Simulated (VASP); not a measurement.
# Rh (P6/mmm) in VASP: relaxation of cell and atoms with PBEsol

Aim: the relaxation of cell and atoms of Rh with PBEsol.

All numbers are computed with VASP 6.6.1; they aren't measurements. Logs are shortened: lines on timing, memory, paths and dates and some standing lists are left out, and cuts for length are marked.

**1. The cell of the first run**

Symmetry: P6/mmm, No. 191, hexagonal system. Conventional cell: a = 2.599 Å, b = 2.599 Å, c = 2.508 Å, α = 90.00°, β = 90.00°, γ = 120.00°. Rh (site symmetry 6/mmm) has 8 Rh at 2.51 to 2.60 Å within 3.3 Å.

This isn't the form of Rh at room conditions, which is fcc.

**2. Relaxation of cell and atoms, PBEsol**

Contents of INCAR:

```
SYSTEM = Rh
PREC     = Accurate       ! precision mode
ENCUT    = 600            ! plane-wave cutoff, eV
EDIFF    = 1E-6           ! SCF threshold, eV
ISMEAR   = 0              ! smearing method
SIGMA    = 0.1            ! smearing width, eV
LREAL    = .FALSE.        ! projectors in reciprocal space
LASPH    = .TRUE.         ! aspherical terms in the spheres
NELM     = 100            ! most SCF steps
ALGO     = Fast           ! electronic algorithm
ISIF     = 3              ! what is computed and relaxed
LWAVE    = .FALSE.        ! write WAVECAR
LCHARG   = .FALSE.        ! write CHGCAR
GGA      = PS             ! functional
IBRION   = 2              ! ionic algorithm
NSW      = 100            ! ionic steps
EDIFFG   = -0.01          ! ionic threshold
```

Contents of KPOINTS:

```
Automatic mesh
0
G
  24 24 22
  0 0 0
```

Contents of POSCAR:

```
Rh
1.0
    2.5991433143      0.0000000000      0.0000000000
   -1.2995716572      2.2509241383      0.0000000000
    0.0000000000      0.0000000000      2.5077591184
Rh
1
Direct
    0.0000000000      0.0000000000      0.0000000000
```

Potentials or basis: VASP PAW PBE potentials, release 64 (Rh_pv).

On the command line:

```console
$ cat potpaw_PBE.64/Rh_pv/POTCAR > POTCAR
$ mpirun -np 1 vasp_std > vasp.out
```

OUTCAR:

```text
SYSTEM = Rh
   PREC = Accurate
   ENCUT = 600
   EDIFF = 1E-6
   ISMEAR = 0
   LREAL = .FALSE.
   LASPH = .TRUE.
   NELM = 100
   ISIF = 3
   GGA = PS
   IBRION = 2
   NSW = 100
   EDIFFG = -0.01

 ion  position               nearest neighbor table
   1  0.000  0.000  0.000-

  LATTYP: Found a hexagonal cell.
 ALAT       =     2.5991433143
 C/A-ratio  =     0.9648406475

  Lattice vectors:

 A1 = (   2.5991433143,   0.0000000000,   0.0000000000)
 A2 = (  -1.2995716572,   2.2509241383,   0.0000000000)
 A3 = (   0.0000000000,   0.0000000000,   2.5077591184)

Analysis of symmetry for initial positions (statically):
=====================================================================
 Subroutine PRICEL returns:
 Original cell was already a primitive cell.

 Routine SETGRP: Setting up the symmetry group for a
 hexagonal supercell.

 Subroutine GETGRP returns: Found 24 space group operations
 (whereof 24 operations were pure point group operations)
 out of a pool of 24 trial point group operations.

The static configuration has the point symmetry D_6h.

Analysis of symmetry for dynamics (positions and initial velocities):
=====================================================================
 Subroutine PRICEL returns:
 Original cell was already a primitive cell.

 Routine SETGRP: Setting up the symmetry group for a
 hexagonal supercell.

 Subroutine GETGRP returns: Found 24 space group operations
 (whereof 24 operations were pure point group operations)
 out of a pool of 24 trial point group operations.

The dynamic configuration has the point symmetry D_6h.

 Subroutine INISYM returns: Found 24 space group operations
 (whereof 24 operations are pure point group operations),
 and found     1 'primitive' translations

----------------------------------------------------------------------------------------

                                     Primitive cell

  volume of cell :      14.6716

  direct lattice vectors                    reciprocal lattice vectors
     2.599143314  0.000000000  0.000000000     0.384742155  0.222130987  0.000000000
    -1.299571657  2.250924138  0.000000000     0.000000000  0.444261974  0.000000000
     0.000000000  0.000000000  2.507759118     0.000000000  0.000000000  0.398762382

  length of vectors
     2.599143314  2.599143314  2.507759118     0.444261974  0.444261974  0.398762382

  position of ions in fractional coordinates (direct lattice)
     0.000000000  0.000000000  0.000000000

  ion indices of the primitive-cell ions
   primitive index   ion index
                 1           1

----------------------------------------------------------------------------------------

 KPOINTS: Automatic mesh

Automatic generation of k-mesh.
 Grid dimensions read from file:
 generate k-points for:   24   24   22

 Generating k-lattice:

  Cartesian coordinates                     Fractional coordinates (reciprocal lattice)
     0.016030923  0.009255458  0.000000000     0.041666667  0.000000000  0.000000000
     0.000000000  0.018510916  0.000000000     0.000000000  0.041666667  0.000000000
     0.000000000  0.000000000  0.018125563     0.000000000  0.000000000  0.045454545

  Length of vectors
     0.018510916  0.018510916  0.018125563

  Shift w.r.t. Gamma in fractional coordinates (k-lattice)
     0.000000000  0.000000000  0.000000000

 Subroutine IBZKPT returns following result:
 ===========================================

 Found    732 irreducible k-points:

 Following reciprocal coordinates:
            Coordinates               Weight
  0.000000  0.000000  0.000000      1.000000
  0.041667 -0.000000  0.000000      6.000000
  0.083333  0.000000  0.000000      6.000000
  0.125000  0.000000  0.000000      6.000000
  0.166667  0.000000  0.000000      6.000000
  0.208333  0.000000  0.000000      6.000000
[... 16 lines left out ...]
  0.416667  0.041667  0.000000     12.000000
  0.458333  0.041667  0.000000     12.000000
 [... further k-points ...]
   k-points           NKPTS =    732   k-points in BZ     NKDIM =    732   number of bands    NBANDS=     11
   number of dos      NEDOS =    301   number of ions     NIONS =      1
   total plane-waves  NPLWV =  11520
   dimension x,y,z NGX =    24 NGY =   24 NGZ =   20
   dimension x,y,z NGXF=    48 NGYF=   48 NGZF=   40
   ions per type =               1
   NGX,Y,Z   is equivalent  to a cutoff of  15.35, 15.35, 13.26 a.u.
   NGXF,Y,Z  is equivalent  to a cutoff of  30.70, 30.70, 26.52 a.u.
 SYSTEM =  Rh
   PREC   = accura    normal or accurate (medium, high low for compatibility)
   ISTART =      0    job   : 0-new  1-cont  2-samecut
   ICHARG =      2    charge: 1-file 2-atom 10-const
   ISPIN  =      1    spin polarized calculation?
   LNONCOLLINEAR =      F non collinear calculations
   LSORBIT =      F    spin-orbit coupling
   LASPH  =      T    aspherical Exc in radial PAW
   ENCUT  =  600.0 eV  44.10 Ry    6.64 a.u.   5.19  5.19  5.01*2*pi/ulx,y,z
   NELM   =    100;   NELMIN=  2; NELMDL= -5     # of ELM steps
   EDIFF  = 0.1E-05   stopping-criterion for ELM
   LREAL  =      F    real-space projection
   EDIFFG = -.1E-01   stopping-criterion for IOM
   NSW    =    100    number of steps for IOM
   IBRION =      2    ionic relax: 0-MD 1-quasi-New 2-CG
   NFREE  =      1    steps in history (QN), initial steepest desc. (CG)
   ISIF   =      3    stress and relaxation
   ISYM   =      2    0-nonsym 1-usesym 2-fastsym
   POTIM  = 0.5000    time-step for ionic-motion
   TEBEG  =    0.0;   TEEND  =   0.0 temperature during run
   PSTRESS=    0.0 pullay stress
   NELECT =      15.0000    total number of electrons
   NUPDOWN=      -1.0000    fix difference up-down
   EMIN   =  10.00;   EMAX   =-10.00  energy-range for DOS
   EFERMI =   0.00;   METHOD = LEGACY
   ISMEAR =     0;   SIGMA  =   0.10  broadening in eV -4-tet -1-fermi 0-gaus
   EFERMI_NEDOS =   21; number of points for ismear=-14 and -15
   IALGO  =     68    algorithm
   IMIX   =      4    mixing-type and parameters
     AMIX     =   0.40;   BMIX     =  1.00
     AMIX_MAG =   1.60;   BMIX_MAG =  1.00
  volume/ion in A,a.u.               =      14.67        99.01
  Fermi-wavevector in a.u.,A,eV,Ry     =   1.649224  3.116581 37.007023  2.719939
  Thomas-Fermi vector in A             =   2.738380
   LORBIT       =      0    0 simple, 1 ext, 2 COOP (PROOUT), +10 PAW based schemes
   GGA     = PS    functional components
   LHFCALC =     F    Hartree Fock is set to
   AEXX    =    0.0000 exact exchange contribution
   IVDW    =     0    specifies the selected vdW correction
   LEPSILON=     F    determine dielectric tensor
   LRPA    =     F    only Hartree local field effects (RPA)
 conjugate gradient relaxation of ions
 non-spin polarized calculation
 RMM-DIIS sequential band-by-band and
 Gauss-broadening in eV      SIGMA  =   0.10
  energy-cutoff  :      600.00
  volume of cell :       14.67
 maximum number of plane-waves:       503
 NGX is ok and might be reduce to    24
   NGX = 11   NGY = 11   NGZ = 11

--------------------------------------- Ionic step        1  -------------------------------------------

 number of electron      14.9999997 magnetization

 Free energy of the ion-electron system (eV)
  ---------------------------------------------------
  ext. energy  EPLUGINS =         0.00000000
  ---------------------------------------------------
  free energy    TOTEN  =        -7.59210344 eV

  energy without entropy =       -7.58403819  energy(sigma->0) =       -7.58807081

------------------------ aborting loop because EDIFF is reached ----------------------------------------

  FORCE on cell =-STRESS in cart. coord.  units (eV):
  Direction    XX          YY          ZZ          XY          YZ          ZX
  --------------------------------------------------------------------------------------
  -------------------------------------------------------------------------------------
  Total        0.0539834      0.0539834     -0.0327976     -0.0000000     -0.0000000     -0.0000000
  in kB        5.8951365      5.8951365     -3.5815860     -0.0000000     -0.0000000     -0.0000000
  external PRESSURE =       2.7362290 kB  Pullay stress =       0.0000000 kB
[... 125 lines left out ...]
  energy  without entropy=       -7.5840913661  energy(sigma->0) =       -7.58812789

--------------------------------------- Ionic step        5  -------------------------------------------

 number of electron      14.9999997 magnetization

 Free energy of the ion-electron system (eV)
  ---------------------------------------------------
  ext. energy  EPLUGINS =         0.00000000
  ---------------------------------------------------
  free energy    TOTEN  =        -7.59217494 eV

  energy without entropy =       -7.58409417  energy(sigma->0) =       -7.58813455

 E-fermi :  10.5492     XC(G=0): -13.7106

 val. band max:       10.5459462558   @ k =   0.0000   0.0000   0.2273
 cond. band min:      10.5516033464   @ k =   0.1667   0.1667   0.1364
 fundamental gap:      0.0056570906
 Fermi energy:        10.5491901735

 k-point     1 :       0.0000    0.0000    0.0000
  band No.  band energies     occupation
      1     -35.4978      2.00000
      2     -35.4978      2.00000
      3     -35.4420      2.00000
      4       3.1210      2.00000
      5       5.0757      2.00000
      6       7.8192      2.00000
      7       7.8192      2.00000
      8      11.5035      0.00000
      9      11.5035      0.00000
     10      27.0273      0.00000
     11      27.1468      0.00000
[... 309 lines left out ...]
 k-point    24 :       0.4583    0.0417    0.0000
  band No.  band energies     occupation
      1     -36.2803      2.00000
      2     -35.6944      2.00000
      3     -35.3529      2.00000
      4       4.7285      2.00000
      5       6.2423      2.00000
      6       9.1350      2.00000
      7      10.8309      0.00007
      8      10.9685      0.00000
      9      12.3510      0.00000
     10      18.7626      0.00000
     11      25.4218      0.00000

 [... further k-points ...]

------------------------ aborting loop because EDIFF is reached ----------------------------------------

  FORCE on cell =-STRESS in cart. coord.  units (eV):
  Direction    XX          YY          ZZ          XY          YZ          ZX
  --------------------------------------------------------------------------------------
  -------------------------------------------------------------------------------------
  Total       -0.0040345     -0.0040345     -0.0028758      0.0000000     -0.0000000      0.0000000
  in kB       -0.4402194     -0.4402194     -0.3137885      0.0000000     -0.0000000      0.0000000
  external PRESSURE =      -0.3980757 kB  Pullay stress =       0.0000000 kB
[... 16 lines left out ...]
  FREE ENERGIE OF THE ION-ELECTRON SYSTEM (eV)
  ---------------------------------------------------
  free  energy   TOTEN  =        -7.5921749366 eV

  energy  without entropy=       -7.5840941662  energy(sigma->0) =       -7.58813455

 reached required accuracy - stopping structural energy minimisation
```

It took 2.7 min on 1 thread of Intel Xeon 8259CL, shared host; peak memory 0.27 GiB.

Results:

```
Free energy                           : -7.5922 eV
Relaxed volume                        : 14.68 Å³/atom
Relaxed cell                          : a = 2.602 Å, b = 2.602 Å, c = 2.505 Å, α = 90.00°, β = 90.00°, γ = 120.00°
Space group after relaxing (to 0.1 Å) : P6/mmm (No. 191)
Energy gained by relaxing             : 0.1 meV/atom
Ionic steps                           : 5
Pressure after relaxing               : 0.0 GPa
Band gap on the k mesh                : zero (an odd number of electrons rules out a gap without spin polarisation)
```

Final structure:
```yaml
crystal:
  lattice:
    - [2.60180, 0.00000, 0.00000]
    - [-1.30090, 2.25322, 0.00000]
    - [0.00000, 0.00000, 2.50467]
  atoms:
    - { symbol: Rh, position: [0.00000, 0.00000, 0.00000] }
```

Caveat: the PAW data sets were made with another functional, which shifts forces and pressure a little.
